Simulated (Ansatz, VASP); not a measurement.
Two plane-wave programs on Li2Sc

INCAR

```
SYSTEM = Li2Sc
ALGO     = Normal         ! electronic algorithm
EDIFF    = 1E-6           ! SCF threshold, eV
EDIFFG   = -0.01          ! ionic threshold
ENCUT    = 600            ! plane-wave cutoff, eV
GGA      = PE             ! functional
IBRION   = 2              ! ionic algorithm
ISIF     = 3              ! what is computed and relaxed
ISMEAR   = 0              ! smearing method
LASPH    = .True.         ! aspherical terms in the spheres
LCHARG   = .False.        ! write CHGCAR
LREAL    = .False.        ! projectors in reciprocal space
LWAVE    = .False.        ! write WAVECAR
NELM     = 80             ! most SCF steps
NSW      = 100            ! ionic steps
PREC     = Accurate       ! precision mode
SIGMA    = 0.1            ! smearing width, eV
```

File KPOINTS:

```
k-points
0
Gamma
  12 12 12
  0 0 0
```

File POSCAR:

```
Li2Sc
1.0
    0.0000000000      3.4326355848      3.4326355848
    3.4326355848      0.0000000000      3.4326355848
    3.4326355848      3.4326355848      0.0000000000
Li Sc
2 1
Direct
    0.2500000000      0.2500000000      0.2500000000
    0.7500000000      0.7500000000      0.7500000000
    0.0000000000      0.0000000000      0.0000000000
```

Input for Ansatz:

```yaml
crystal:
  lattice:
    - [0.0, 3.4326355848, 3.4326355848]
    - [3.4326355848, 0.0, 3.4326355848]
    - [3.4326355848, 3.4326355848, 0.0]
  atoms:
    - { symbol: Li, position: [0.25, 0.25, 0.25] }
    - { symbol: Li, position: [0.75, 0.75, 0.75] }
    - { symbol: Sc, position: [0.0, 0.0, 0.0] }
basis:
  ecutwfc: 420
kpoints:
  mp_grid: { grid: [12, 12, 12] }
hamiltonian:
  xc: pbe
scf:
  occupations: { method: gaussian, width: 0.1 }
output:
  forces: true
  stress: true
  eigenvalues: true
relax:
  adjacent_minimum: "off"
  f_tol: 0.01
  max_steps: 80
  cell: { stress_tol: 0.05 }
```

Alike in both runs: task relaxation of cell and atoms; functional PBE; k mesh 12 × 12 × 12; occupations gaussian, width 0.1 eV; no spin polarisation.

```csv
,VASP,Ansatz
version,VASP 6.6.1,Ansatz 0.2.0
potentials or method,"VASP PAW PBE potentials, release 64 (Li_sv, Sc_sv), cutoff 600 eV","scalar-relativistic, plane waves, PAW"
valence electrons in the cell,17,17
```

|  | VASP | Ansatz | Ansatz less VASP |
| --- | --- | --- | --- |
| gap on the k mesh at the Fermi level, each at its own relaxed structure (eV) | none | none | - |
| relaxed volume (Å³/atom) | 26.96 | 26.96 | 0.000 |
| relaxed cell length with the largest relative difference (Å) | 4.854 | 4.854 | 0.0000 |

A gap of «none» marks a metal or a gap that the smearing closes.

Noted on VASP's run: the cutoff is short for stress, so the pressure is rough; the relaxation stopped at its first step, so nothing moved.
